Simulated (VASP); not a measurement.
Runs of VASP 6.6.1 on MoS2. The structure is that of space group P-3m1 (No. 164), or close to it. The cells are those of the table. 

```tsv
level	cell	k mesh	smearing	gap on the mesh (eV)	largest force (eV/Å)
PBE	a = 3.185, b = 3.185, c = 44.353 Å, angles 90.0, 90.0, 120.0°, 6 atoms	12 × 12 × 1	gaussian 0.02 eV	1.55	0.01
PBE+D3(BJ)	a = 3.152, b = 3.152, c = 44.353 Å, angles 90.0, 90.0, 120.0°, 6 atoms	9 × 9 × 1	gaussian 0.02 eV	(b)	0.01
PBE+D3(BJ)	a = 3.149, b = 3.149, c = 44.353 Å, angles 90.0, 90.0, 120.0°, 6 atoms	6 × 6 × 1	gaussian 0.1 eV	1.22	0.04
r2SCAN	a = 3.152, b = 3.152, c = 44.353 Å, angles 90.0, 90.0, 120.0°, 6 atoms	12 × 12 × 1	gaussian 0.02 eV	(a)	0.21
```

Alike in all rows: task single point; potentials or basis VASP PAW PBE potentials, release 64 (S, Mo_sv); no spin polarisation; cutoff (eV) 520.

**Question.** Estimate the missing entries.

**Answer.** (a) 1.34; (b) 1.29.

Caveats: the PAW data sets were made with another functional, which shifts forces and pressure a little (some runs).

A k mesh can miss the band edges, and the runs leave out spin-orbit coupling on Mo.
